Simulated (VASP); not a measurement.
A run of VASP 6.6.1:

Contents of INCAR:

```
SYSTEM = Sc
PREC     = Accurate       ! precision mode
ENCUT    = 520            ! plane-wave cutoff, eV
EDIFF    = 1E-6           ! SCF threshold, eV
ISMEAR   = 0              ! smearing method
SIGMA    = 0.1            ! smearing width, eV
LREAL    = .False.        ! projectors in reciprocal space
LASPH    = .True.         ! aspherical terms in the spheres
NELM     = 80             ! most SCF steps
ALGO     = Fast           ! electronic algorithm
ISIF     = 2              ! what is computed and relaxed
LWAVE    = .False.        ! write WAVECAR
LCHARG   = .True.         ! write CHGCAR
GGA      = PE             ! functional
LELF     = .True.         ! ELF
LVHAR    = .True.       
NBANDS   = 12             ! bands
```

File KPOINTS:

```
Automatic mesh
0
Gamma
  14 14 14
  0 0 0
```

Contents of POSCAR:

```
Sc
1.0
    0.0029970600      2.2853490700      2.2431404750
    2.2720212350      0.0000000000      2.2461375350
    2.2690241750      2.2853490700      0.0029970600
Sc
1
Direct
    0.0000000000      0.0000000000      0.0000000000
```

Potentials or basis: VASP PAW PBE potentials, release 64 (Sc_sv).

Command:

```console
$ cat potpaw_PBE.64/Sc_sv/POTCAR > POTCAR
$ mpirun -np 1 vasp_std > vasp.out
```

Hardware: 1 thread of Intel(R) Xeon(R) Platinum 8259CL CPU @ 2.50GHz (Skylake/Cascade Lake), with other jobs on the host.

Problem. How long does it take, and how much memory?

Solution. Run time: 2 min on 1 thread of Intel(R) Xeon(R) Platinum 8259CL CPU @ 2.50GHz (Skylake/Cascade Lake) (shared host), peak memory 0.3 GiB. Counts: scf iterations 14, k points 744.
